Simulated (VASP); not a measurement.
Runs of VASP 6.6.1 on MnO2. The structure is that of space group P6_3/mmc (No. 194), or close to it. The cells are those of the table. 

```tsv
level	cell	gap on the mesh (eV)	pressure (GPa)	moment (μB)	largest force (eV/Å)
PBEsol	a = 2.911, b = 2.911, c = 10.422 Å, angles 90.0, 90.0, 120.0°, 6 atoms	0.97	-10.4	6.00	(b)
PBEsol	a = 2.840, b = 2.840, c = 11.143 Å, angles 90.0, 90.0, 120.0°, 6 atoms	0.78	0.8	6.00	0.09
PBEsol	a = 2.816, b = 2.816, c = 10.084 Å, angles 90.0, 90.0, 120.0°, 6 atoms	0.61	6.5	6.00	0.52
r2SCAN	a = 2.851, b = 2.851, c = 10.413 Å, angles 90.0, 90.0, 120.0°, 6 atoms	1.99	1.0	6.00	0.09
PBEsol	a = 2.893, b = 2.893, c = 10.356 Å, angles 90.0, 90.0, 120.0°, 6 atoms	0.91	(c)	6.00	(a)
PBEsol	a = 2.874, b = 2.874, c = 10.289 Å, angles 90.0, 90.0, 120.0°, 6 atoms	0.84	-4.8	6.00	0.39
r2SCAN	a = 2.855, b = 2.855, c = 10.222 Å, angles 90.0, 90.0, 120.0°, 6 atoms	1.99	-0.1	6.00	0.03
```

Alike in all rows: task single point; potentials or basis VASP PAW PBE potentials, release 64 (Mn_pv, O); spin collinear, ferromagnetic start; k mesh 11 × 11 × 3; cutoff (eV) 520; smearing fermi-dirac 0.05 eV.

Problem. Estimate the missing entries.

Solution. (a) 0.64; (b) 0.87; (c) -7.8.

Caveats: the PAW data sets were made with another functional, which shifts forces and pressure a little; only a ferromagnetic start was run, and an antiferromagnetic order may lie lower in energy.

A k mesh can miss the band edges.
